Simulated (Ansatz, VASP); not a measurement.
One calculation of BiTe, two programs

POSCAR

```
BiTe
1.0
    0.0000000000      3.2775706714      3.2775706714
    3.2775706714      0.0000000000      3.2775706714
    3.2775706714      3.2775706714      0.0000000000
Bi Te
1 1
Direct
    0.0000000000      0.0000000000      0.0000000000
    0.5000000000      0.5000000000      0.5000000000
```

INCAR.step1

```
  PREC = Accurate
  ENCUT = 520
  EDIFF = 1E-5
  ISMEAR = -1
  SIGMA = 0.05
  LREAL = False
  LASPH = True
  NELM = 60
  ALGO = Normal
  ISIF = 2
  LWAVE = True
  NBANDS = 18
  GGA = PE
```

The input INCAR.step2:

```
  PREC = Accurate
  ENCUT = 520
  EDIFF = 1E-7
  ISMEAR = -1
  SIGMA = 0.05
  LREAL = False
  LASPH = True
  NELM = 60
  ALGO = Normal
  ISIF = 2
  LWAVE = False
  LCHARG = True
  GGA = PE
  LHFCALC = True
  HFSCREEN = 0.2079
  PRECFOCK = Normal
  LELF = True
  LVHAR = True
  NBANDS = 18
  ISTART = 1
```

File KPOINTS:

```
Automatic mesh
0
Gamma
  4 4 4
```

File input:

```
crystal:
  lattice:
    - [0.0, 3.2775706714, 3.2775706714]
    - [3.2775706714, 0.0, 3.2775706714]
    - [3.2775706714, 3.2775706714, 0.0]
  atoms:
    - { symbol: Bi, position: [0.0, 0.0, 0.0] }
    - { symbol: Te, position: [0.5, 0.5, 0.5] }
hamiltonian:
  xc: hse06
  pseudopotentials: { kind: paw }
kpoints:
  mp_grid: { grid: [4, 4, 4] }
scf:
  occupations: { method: fermi_dirac, width: 0.05 }
output:
  forces: true
  stress: true
  eigenvalues: true
```

Alike in both runs: task single point; functional HSE06; k mesh 4 × 4 × 4; occupations fermi-dirac, width 0.05 eV; no spin polarisation.

```csv
,VASP,Ansatz
version,VASP 6.6.1,Ansatz 0.2.0
potentials or method,"VASP PAW PBE potentials, release 64 (Bi_d, Te)",Ansatz PAW
plane-wave cutoff (eV),520,420
valence electrons in the cell,21,31
```

Ansatz gave:

| Quantity | Value |
| --- | --- |
| gap on the k mesh at the Fermi level (eV) | none |
| pressure (GPa) | -2.9 |

**Question.** What did VASP give for the same quantities?

**Answer.** gap on the k mesh at the Fermi level (eV): none; pressure (GPa): -3.0.

A gap of «none» marks a metal or a gap that the smearing closes. VASP's potentials hold 21 valence electrons a cell and Ansatz's 31, so a difference there can come from the potentials and not from the codes.

The k mesh is coarse, so the values compare programs but aren't converged. Spin-orbit coupling is off throughout.
